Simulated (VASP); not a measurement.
Here is a VASP 6.6.1 calculation.

Contents of INCAR:

```
  PREC = Accurate
  ENCUT = 520
  EDIFF = 1E-6
  ISMEAR = 0
  SIGMA = 0.01
  LREAL = F
  LASPH = T
  NELM = 100
  ALGO = Normal
  ISIF = 2
  LWAVE = F
  LCHARG = F
  GGA = PE
  NBANDS = 16
```

File KPOINTS:

```
Automatic mesh
0
Gamma
  9 9 4
```

The input POSCAR:

```
BN
1.0
    2.5006065601      0.0000000000      0.0000000000
   -1.2503032800      2.1655888059      0.0000000000
    0.0000000000      0.0000000000      6.5228215826
B N
2 2
Direct
    0.3333333333      0.6666666667      0.2500000000
    0.6666666667      0.3333333333      0.7500000000
    0.3333333333      0.6666666667      0.7500000000
    0.6666666667      0.3333333333      0.2500000000
```

Potentials or basis: VASP PAW PBE potentials, release 64 (B, N).

Run with:

```console
$ cat potpaw_PBE.64/B/POTCAR potpaw_PBE.64/N/POTCAR > POTCAR
$ mpirun -np 1 vasp_std > vasp.out
```

Problem. Predict the band gap on the k mesh.

Solution. 4.38 eV, indirect (least direct gap 4.65 eV).

Problem. Estimate the pressure.

Solution. 4.7 GPa.

Stress tensor (GPa, compression positive):
```
5.36 0.00 0.00
0.00 5.36 0.00
0.00 0.00 3.49
```

Caveat: this functional lacks dispersion, which binds the layers, so the pressure and a relaxed spacing across them are unreliable. A k mesh can miss the band edges.
